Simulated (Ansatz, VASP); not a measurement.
**One calculation of P, two programs**

```
P
1.0
     3.36280    1.94151    4.90881
    -3.36280    1.94151    4.90881
     0.00000   -3.88302    4.90881
P
12
Direct
  0.11454 0.52510 0.11454
  0.11454 0.11454 0.52510
  0.52510 0.11454 0.11454
  0.88546 0.47490 0.88546
  0.47490 0.88546 0.88546
  0.88546 0.88546 0.47490
  0.27501 0.66934 0.27501
  0.27501 0.27501 0.66934
  0.66934 0.27501 0.27501
  0.72499 0.33066 0.72499
  0.33066 0.72499 0.72499
  0.72499 0.72499 0.33066
```

Alike in both runs: functional PBEsol; k mesh 3 × 3 × 3; occupations gaussian, width 0.1 eV; no spin polarisation.

Ansatz relaxed the structure, and its values are those at the end. VASP's run is a single point on that final structure, the one shown.

|  | VASP | Ansatz |
| --- | --- | --- |
| version | VASP 6.6.1 | Ansatz 0.2.0 |
| potentials or method | VASP PAW PBE potentials, release 64 (P), cutoff 520 eV | scalar-relativistic, plane waves, PAW |
| valence electrons in the cell | 60 | 60 |

VASP gave:

| Property | Result |
| --- | --- |
| gap on the k mesh at the Fermi level (eV) | none |
| pressure (GPa) | -0.1 |
| rms of the force components (eV/Å) | 0.015 |

Question: Which values does Ansatz return?

Answer: gap on the k mesh at the Fermi level (eV): none; pressure (GPa): -0.1; rms of the force components (eV/Å): 0.003.

VASP's potentials were made for PBE, not for PBEsol. A gap of «none» marks a metal or a gap that the smearing closes.

The k mesh is coarse, so the values compare programs but aren't converged.
